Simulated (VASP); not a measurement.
# ScAl3 (Pm-3m) in VASP: further runs, part 2 of 2

VASP 6.6.1. Earlier steps stand in the parts before.

## Step 3: Single point, PBEsol

This run uses another cell than the first one, of 16.39 Å³/atom, 1.021 times its volume.

INCAR

```
SYSTEM = ScAl3
PREC     = Accurate       ! precision mode
ENCUT    = 520            ! plane-wave cutoff, eV
EDIFF    = 1E-6           ! SCF threshold, eV
ISMEAR   = -1             ! smearing method
SIGMA    = 0.1            ! smearing width, eV
LREAL    = .FALSE.        ! projectors in reciprocal space
LASPH    = .TRUE.         ! aspherical terms in the spheres
NELM     = 60             ! most SCF steps
ALGO     = Normal         ! electronic algorithm
ISIF     = 2              ! what is computed and relaxed
LWAVE    = .FALSE.        ! write WAVECAR
LCHARG   = .TRUE.         ! write CHGCAR
GGA      = PS             ! functional
LELF     = .TRUE.         ! ELF
LVHAR    = .TRUE.       
NBANDS   = 18             ! bands
```

KPOINTS

```
Automatic mesh
0
G
  7 7 7
  0 0 0
```

POSCAR

```
ScAl3
1.0
    4.0325595924      0.0000000000      0.0000000000
    0.0000000000      4.0325595924      0.0000000000
    0.0000000000      0.0000000000      4.0325595924
Sc Al
1 3
Direct
    0.0000000000      0.0000000000      0.0000000000
    0.5000000000      0.0000000000      0.5000000000
    0.0000000000      0.5000000000      0.5000000000
    0.5000000000      0.5000000000      0.0000000000
```

Potentials or basis: VASP PAW PBE potentials, release 64 (Sc_sv, Al).

On the command line:

```
$ cat potpaw_PBE.64/Sc_sv/POTCAR potpaw_PBE.64/Al/POTCAR > POTCAR
$ mpirun -np 1 vasp_std > vasp.out
```

OUTCAR:

```text
SYSTEM = ScAl3
   PREC = Accurate
   ENCUT = 520
   EDIFF = 1E-6
   ISMEAR = -1
   LREAL = .FALSE.
   LASPH = .TRUE.
   NELM = 60
   ISIF = 2
   GGA = PS

 ion  position               nearest neighbor table
   1  0.000  0.000  0.000-   2 2.85   3 2.85   4 2.85   2 2.85   3 2.85   3 2.85   4 2.85   3 2.85
                             2 2.85   4 2.85   2 2.85   4 2.85
   2  0.500  0.000  0.500-   1 2.85   3 2.85   4 2.85   1 2.85   4 2.85   3 2.85   4 2.85   4 2.85
                             1 2.85   3 2.85   1 2.85   3 2.85
   3  0.000  0.500  0.500-   1 2.85   2 2.85   4 2.85   1 2.85   4 2.85   1 2.85   2 2.85   1 2.85
                             2 2.85   4 2.85   4 2.85   2 2.85
   4  0.500  0.500  0.000-   1 2.85   2 2.85   3 2.85   2 2.85   3 2.85   1 2.85   2 2.85   2 2.85
                             1 2.85   3 2.85   3 2.85   1 2.85

  LATTYP: Found a simple cubic cell.
 ALAT       =     4.0325595924

  Lattice vectors:

 A1 = (   4.0325595924,   0.0000000000,   0.0000000000)
 A2 = (   0.0000000000,   4.0325595924,   0.0000000000)
 A3 = (   0.0000000000,   0.0000000000,   4.0325595924)

Analysis of symmetry for initial positions (statically):
=====================================================================
 Subroutine PRICEL returns:
 Original cell was already a primitive cell.

 Routine SETGRP: Setting up the symmetry group for a
 simple cubic supercell.

 Subroutine GETGRP returns: Found 48 space group operations
[... 9 lines left out ...]

 Routine SETGRP: Setting up the symmetry group for a
 simple cubic supercell.

 Subroutine GETGRP returns: Found 48 space group operations
[... 11 lines left out ...]
                                     Primitive cell

  volume of cell :      65.5756

  direct lattice vectors                    reciprocal lattice vectors
     4.032559592  0.000000000  0.000000000     0.247981456  0.000000000  0.000000000
     0.000000000  4.032559592  0.000000000     0.000000000  0.247981456  0.000000000
[... 100 lines left out ...]
   EFERMI_NEDOS =   21; number of points for ismear=-14 and -15
   IALGO  =     38    algorithm
   IMIX   =      4    mixing-type and parameters
     AMIX     =   0.40;   BMIX     =  1.00
     AMIX_MAG =   1.60;   BMIX_MAG =  1.00
  volume/ion in A,a.u.               =      16.39       110.63
  Fermi-wavevector in a.u.,A,eV,Ry     =   1.101972  2.082426 16.522141  1.214343
  Thomas-Fermi vector in A             =   2.238408
   LORBIT       =      0    0 simple, 1 ext, 2 COOP (PROOUT), +10 PAW based schemes
   GGA     = PS    functional components
   LHFCALC =     F    Hartree Fock is set to
   AEXX    =    0.0000 exact exchange contribution
   IVDW    =     0    specifies the selected vdW correction
   LEPSILON=     F    determine dielectric tensor
   LRPA    =     F    only Hartree local field effects (RPA)
 non-spin polarized calculation
  energy-cutoff  :      520.00
  volume of cell :       65.58
 maximum number of plane-waves:      1791
 NGX is ok and might be reduce to    30
   NGX = 15   NGY = 15   NGZ = 15

 number of electron      20.0000003 magnetization

 Free energy of the ion-electron system (eV)
  ---------------------------------------------------
  ext. energy  EPLUGINS =         0.00000000
  ---------------------------------------------------
  free energy    TOTEN  =       -20.76947533 eV

  energy without entropy =      -20.72850685  energy(sigma->0) =      -20.74899109

 E-fermi :   7.5092     XC(G=0): -10.6598

 val. band max:        7.4673640723   @ k =   0.2857   0.0000   0.0000
 cond. band min:       7.5625949886   @ k =   0.2857   0.2857   0.0000
 fundamental gap:      0.0952309163
 Fermi energy:         7.5091737426

 k-point     1 :       0.0000    0.0000    0.0000
  band No.  band energies     occupation
      1     -41.0456      2.00000
      2     -19.8603      2.00000
      3     -19.8603      2.00000
      4     -19.8603      2.00000
      5      -2.6603      2.00000
      6       4.8922      2.00000
[... 397 lines left out ...]
      5       1.6950      2.00000
      6       2.7308      2.00000
[... 10 lines left out ...]
     17      11.8627      0.00000
     18      17.2246      0.00000

------------------------ aborting loop because EDIFF is reached ----------------------------------------

  FORCE on cell =-STRESS in cart. coord.  units (eV):
  Direction    XX          YY          ZZ          XY          YZ          ZX
  --------------------------------------------------------------------------------------
  -------------------------------------------------------------------------------------
  Total        1.2066743      1.2066743      1.2066743     -0.0000000      0.0000000      0.0000000
  in kB       29.4820902     29.4820902     29.4820902     -0.0000000      0.0000000      0.0000000
  external PRESSURE =      29.4820902 kB  Pullay stress =       0.0000000 kB

 VOLUME and BASIS-vectors are now :
 -----------------------------------------------------------------------------
  energy-cutoff  :      520.00
  volume of cell :       65.58
      direct lattice vectors                 reciprocal lattice vectors
     4.032559592  0.000000000  0.000000000     0.247981456  0.000000000  0.000000000
     0.000000000  4.032559592  0.000000000     0.000000000  0.247981456  0.000000000
     0.000000000  0.000000000  4.032559592     0.000000000  0.000000000  0.247981456

 POSITION                                       TOTAL-FORCE (eV/Angst)
 -----------------------------------------------------------------------------------
      0.00000      0.00000      0.00000         0.000000      0.000000      0.000000
      2.01628      0.00000      2.01628         0.000000      0.000000      0.000000
      0.00000      2.01628      2.01628         0.000000      0.000000      0.000000
      2.01628      2.01628      0.00000         0.000000      0.000000      0.000000
 -----------------------------------------------------------------------------------
    total drift:                               -0.000000     -0.000000      0.000000

  FREE ENERGIE OF THE ION-ELECTRON SYSTEM (eV)
  ---------------------------------------------------
  free  energy   TOTEN  =       -20.7694753323 eV

  energy  without entropy=      -20.7285068456  energy(sigma->0) =      -20.74899109
```

It took 12 s on 1 thread of AMD EPYC 9R45 (Zen 5), shared host; peak memory 0.14 GiB.

Results:

```yaml
Free_energy: -20.7695 eV
Pressure: 2.9 GPa
Band_gap_on_the_k_mesh: zero (band 10 reaches 8.58 eV, above the bottom of band 11 at 4.86 eV)
```

Caveat: the PAW data sets were made with another functional, which shifts forces and pressure a little.

## Step 4: Single point, PBEsol

This run uses another cell than the first one, of 16.74 Å³/atom, 1.043 times its volume.

INCAR

```
SYSTEM = ScAl3
PREC     = Accurate       ! precision mode
ENCUT    = 520            ! plane-wave cutoff, eV
EDIFF    = 1E-6           ! SCF threshold, eV
ISMEAR   = -1             ! smearing method
SIGMA    = 0.1            ! smearing width, eV
LREAL    = .False.        ! projectors in reciprocal space
LASPH    = .True.         ! aspherical terms in the spheres
NELM     = 80             ! most SCF steps
ALGO     = Normal         ! electronic algorithm
ISIF     = 2              ! what is computed and relaxed
LWAVE    = .False.        ! write WAVECAR
LCHARG   = .False.        ! write CHGCAR
GGA      = PS             ! functional
NBANDS   = 18             ! bands
```

KPOINTS

```
Automatic mesh
0
Gamma
  7 7 7
  0 0 0
```

POSCAR

```
ScAl3
1.0
    4.0603712270      0.0000000000      0.0000000000
    0.0000000000      4.0603712270      0.0000000000
    0.0000000000      0.0000000000      4.0603712270
Sc Al
1 3
Direct
    0.0000000000      0.0000000000      0.0000000000
    0.5000000000      0.0000000000      0.5000000000
    0.0000000000      0.5000000000      0.5000000000
    0.5000000000      0.5000000000      0.0000000000
```

On the command line:

```
$ cat potpaw_PBE.64/Sc_sv/POTCAR potpaw_PBE.64/Al/POTCAR > POTCAR
$ mpirun -np 1 vasp_std > vasp.out
```

Run time: 11 s. Hardware: 1 thread of AMD EPYC 9R45 (Zen 5), shared host; peak memory 0.13 GiB.

Results (log left out):

```
Free energy            : -20.7861 eV
Pressure               : 0.9 GPa
Band gap on the k mesh : zero (band 10 reaches 8.38 eV, above the bottom of band 11 at 4.69 eV)
```

Levels at points of the mesh, in eV from the Fermi level:
| k point | band 8 | band 9 | band 10 | band 11 | band 12 | band 13 |
| --- | --- | --- | --- | --- | --- | --- |
| (0.00, 0.00, 0.00) | -1.75 | -1.75 | -1.75 | 1.29 | 1.36 | 1.36 |

Caveat: the PAW data sets were made with another functional, which shifts forces and pressure a little.

## Step 5: Single point, PBEsol

This run uses another cell than the first one, of 17.08 Å³/atom, 1.064 times its volume.

INCAR

```
PREC = Accurate
ENCUT = 520
EDIFF = 1E-6
ISMEAR = -1
SIGMA = 0.1
LREAL = False
LASPH = True
NELM = 80
ALGO = Normal
ISIF = 2
LWAVE = False
LCHARG = False
GGA = PS
NBANDS = 18
```

KPOINTS

```
Automatic mesh
0
Gamma
  7 7 7
```

POSCAR

```
ScAl3
1.0
    4.0878070000      0.0000000000      0.0000000000
    0.0000000000      4.0878070000      0.0000000000
    0.0000000000      0.0000000000      4.0878070000
Sc Al
1 3
Direct
    0.0000000000      0.0000000000      0.0000000000
    0.5000000000      0.0000000000      0.5000000000
    0.0000000000      0.5000000000      0.5000000000
    0.5000000000      0.5000000000      0.0000000000
```

Potentials or basis: VASP PAW PBE potentials, release 64 (Sc_sv, Al).

On the command line:

```
$ cat potpaw_PBE.64/Sc_sv/POTCAR potpaw_PBE.64/Al/POTCAR > POTCAR
$ mpirun -np 1 vasp_std > vasp.out
```

OUTCAR:

```text
PREC = Accurate
   ENCUT = 520
   EDIFF = 1E-6
   ISMEAR = -1
   LREAL = False
   LASPH = True
   NELM = 80
   ISIF = 2
   GGA = PS

 ion  position               nearest neighbor table
   1  0.000  0.000  0.000-   2 2.89   3 2.89   4 2.89   2 2.89   3 2.89   3 2.89   4 2.89   3 2.89
                             2 2.89   4 2.89   2 2.89   4 2.89
   2  0.500  0.000  0.500-   1 2.89   3 2.89   4 2.89   1 2.89   4 2.89   3 2.89   4 2.89   4 2.89
                             1 2.89   3 2.89   1 2.89   3 2.89
   3  0.000  0.500  0.500-   1 2.89   2 2.89   4 2.89   1 2.89   4 2.89   1 2.89   2 2.89   1 2.89
[... 616 lines left out ...]
  --------------------------------------------------------------------------------------
  -------------------------------------------------------------------------------------
  Total       -0.4093695     -0.4093695     -0.4093695      0.0000000      0.0000000     -0.0000000
  in kB       -9.6018497     -9.6018497     -9.6018497      0.0000000      0.0000000     -0.0000000
  external PRESSURE =      -9.6018497 kB  Pullay stress =       0.0000000 kB

 VOLUME and BASIS-vectors are now :
 -----------------------------------------------------------------------------
  energy-cutoff  :      520.00
  volume of cell :       68.31
      direct lattice vectors                 reciprocal lattice vectors
     4.087807000  0.000000000  0.000000000     0.244629945  0.000000000  0.000000000
     0.000000000  4.087807000  0.000000000     0.000000000  0.244629945  0.000000000
     0.000000000  0.000000000  4.087807000     0.000000000  0.000000000  0.244629945

 POSITION                                       TOTAL-FORCE (eV/Angst)
 -----------------------------------------------------------------------------------
      0.00000      0.00000      0.00000         0.000000      0.000000      0.000000
      2.04390      0.00000      2.04390         0.000000      0.000000      0.000000
      0.00000      2.04390      2.04390         0.000000      0.000000      0.000000
      2.04390      2.04390      0.00000         0.000000      0.000000      0.000000
 -----------------------------------------------------------------------------------
    total drift:                               -0.000000     -0.000000      0.000000

  FREE ENERGIE OF THE ION-ELECTRON SYSTEM (eV)
  ---------------------------------------------------
  free  energy   TOTEN  =       -20.7861007944 eV

  energy  without entropy=      -20.7424436915  energy(sigma->0) =      -20.76427224
```

OSZICAR:

```text
N       E                     dE             d eps       ncg     rms          rms(c)
DAV:   1     0.108067038735E+03    0.10807E+03   -0.81645E+03   720   0.997E+02
DAV:   2    -0.167376816710E+02   -0.12480E+03   -0.12197E+03   720   0.295E+02
DAV:   3    -0.217357739172E+02   -0.49981E+01   -0.48519E+01  1104   0.554E+01
DAV:   4    -0.218565435415E+02   -0.12077E+00   -0.12021E+00  1080   0.835E+00
DAV:   5    -0.218583694243E+02   -0.18259E-02   -0.18257E-02  1102   0.937E-01    0.922E+00
DAV:   6    -0.208694666851E+02    0.98890E+00   -0.37444E+00  1080   0.204E+01    0.321E+00
DAV:   7    -0.208144857759E+02    0.54981E-01   -0.11958E-01  1088   0.261E+00    0.193E+00
DAV:   8    -0.207869574976E+02    0.27528E-01   -0.48364E-02  1138   0.186E+00    0.328E-01
DAV:   9    -0.207866757171E+02    0.28178E-03   -0.11390E-02  1106   0.121E+00    0.223E-01
DAV:  10    -0.207861116397E+02    0.56408E-03   -0.20009E-03  1138   0.462E-01    0.575E-02
DAV:  11    -0.207861364760E+02   -0.24836E-04   -0.11841E-04  1176   0.827E-02    0.446E-02
DAV:  12    -0.207861003016E+02    0.36174E-04   -0.15937E-04  1074   0.136E-01    0.454E-03
DAV:  13    -0.207861007944E+02   -0.49272E-06   -0.34239E-06   944   0.136E-02
   1 F= -.20786101E+02 E0= -.20764272E+02  d E =-.436571E-01
```

stdout:

```text
POSCAR found type information on POSCAR ScAl
 POSCAR found :  2 types and       4 ions
 scaLAPACK will be used
 -----------------------------------------------------------------------------
|                                                                             |
|                                                                             |
|     You enforced a specific xc type in the INCAR file but a different       |
|     I HOPE YOU KNOW WHAT YOU ARE DOING!                                     |
|                                                                             |
 -----------------------------------------------------------------------------

 LDA part: xc-table for (Slater+PW92), standard interpolation
 POSCAR, INCAR and KPOINTS ok, starting setup
 FFT: planning ... GRIDC
 FFT: planning ... GRID_SOFT
 FFT: planning ... GRID
 WAVECAR not read
 entering main loop
```

Wall time 12 s (1 thread of AMD EPYC 9R45 (Zen 5), shared host); peak memory 0.14 GiB.

What came out:

* Free energy: -20.7861 eV
* Pressure: -1.0 GPa
* Band gap on the k mesh: zero (band 10 reaches 8.20 eV, above the bottom of band 11 at 4.53 eV)

Levels at points of the mesh, in eV from the Fermi level:
| k point | band 7 | band 8 | band 9 | band 10 | band 11 | band 12 | band 13 | band 14 |
| --- | --- | --- | --- | --- | --- | --- | --- | --- |
| (0.00, 0.00, 0.00) | -2.57 | -1.74 | -1.74 | -1.74 | 1.29 | 1.35 | 1.35 | 1.35 |

Caveat: the PAW data sets were made with another functional, which shifts forces and pressure a little.

## Step 6: The runs side by side

```csv
cell,gap on the mesh (eV),pressure (GPa)
"a = 4.004 Å, 4 atoms",none,5.2
"a = 4.033 Å, 4 atoms",none,2.9
"a = 4.060 Å, 4 atoms",none,0.9
"a = 4.088 Å, 4 atoms",none,-1.0
```

Alike in all rows: task single point; level PBEsol; potentials or basis VASP PAW PBE potentials, release 64 (Sc_sv, Al); no spin polarisation; k mesh 7 × 7 × 7; cutoff (eV) 520; smearing fermi-dirac 0.1 eV.

Caveats: the PAW data sets were made with another functional, which shifts forces and pressure a little.

Absolute energies hang on the potentials; compare differences alone.
